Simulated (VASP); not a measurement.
Set up this calculation in VASP 6.6.1, as the native input.

- Task: single point
- Functional: PBEsol
- Potentials or basis: VASP PAW PBE potentials, release 64 (Ag, Cl)
- Cutoff: 520 eV
- k mesh: 10 × 10 × 10
- Occupations: gaussian, width 0.05 eV
- Spin: no spin polarisation
- Dipole correction: no
- Further INCAR settings: ALGO = Normal; EDIFF = 1e-06; NBANDS = 16

The structure of AgCl lies in POSCAR:

```
AgCl
1.0
    3.3311591989      0.0000000000     -0.1832137559
    0.0000000000      3.3311591989     -0.1832137559
   -0.1832137559     -0.1832137559      3.3311591989
Ag Cl
1 1
Direct
    0.0000000000      0.0000000000      0.0000000000
    0.5000000000      0.5000000000      0.5000000000
```

This cell differs from its parent crystal: engineering shear strain xz -0.1100, engineering shear strain yz -0.1100.

One way to write it, as run:

INCAR

```
PREC = Accurate ; ENCUT = 520
EDIFF = 1E-6 ; ISMEAR = 0
SIGMA = 0.05 ; LREAL = False
LASPH = True ; NELM = 60
ALGO = Normal ; ISIF = 2
LWAVE = False ; LCHARG = False
GGA = PS ; NBANDS = 16
```

KPOINTS

```
regular mesh
0
Gamma
  10 10 10
```

Potentials or basis: VASP PAW PBE potentials, release 64 (Ag, Cl).

The run is started by

```bash
$ cat potpaw_PBE.64/Ag/POTCAR potpaw_PBE.64/Cl/POTCAR > POTCAR
$ mpirun -np 1 vasp_std > vasp.out
```

Results of the run:

| Quantity | Value |
| --- | --- |
| Pressure | 1.0 GPa |
| Band gap on the k mesh | 0.20 eV, indirect (least direct gap 2.13 eV) |

Caveat: the cell differs from its parent crystal (engineering shear strain xz -0.1100, engineering shear strain yz -0.1100); the PAW data sets were made with another functional, which shifts forces and pressure a little.

Wall time 67 s on 1 thread of Intel(R) Xeon(R) 6975P-C (Granite Rapids), with other jobs on the host, peak memory 0.28 GiB.
